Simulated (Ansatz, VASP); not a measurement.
## MgS in VASP and in Ansatz

```
Mg S
1.0
     0.00000    2.60165    2.60165
     2.60165    0.00000    2.60165
     2.60165    2.60165    0.00000
Mg S
1 1
Direct
  0.00000 0.00000 0.00340
  0.50000 0.50000 0.50000
```

Change from the starting cell: all Mg atoms moved +0.013 Å, as atom 1 along Cartesian [1 1 0].

Alike in both runs: task single point; functional PBE; k mesh 8 × 8 × 8; occupations gaussian, width 0.05 eV; no spin polarisation.

|  | VASP | Ansatz |
| --- | --- | --- |
| version | VASP 6.6.1 | Ansatz 0.2.0 |
| potentials or method | VASP PAW PBE potentials, release 64 (Mg, S), cutoff 520 eV | scalar-relativistic, plane waves, PAW |
| valence electrons in the cell | 8 | 16 |

|  | VASP | Ansatz | Ansatz less VASP |
| --- | --- | --- | --- |
| gap on the k mesh at the Fermi level (eV) | 2.78 | 2.79 | +0.015 |
| least direct gap on the mesh (eV) | 3.71 | 3.72 | +0.012 |
| pressure (GPa) | 0.9 | 1.2 | +0.30 |
| rms of the force components (eV/Å) | 0.020 | 0.020 | 0.0000 |

Atom by atom the forces differ by 0.000 eV/Å (rms over components). VASP's potentials hold 8 valence electrons a cell and Ansatz's 16, so a difference there can come from the potentials and not from the codes.
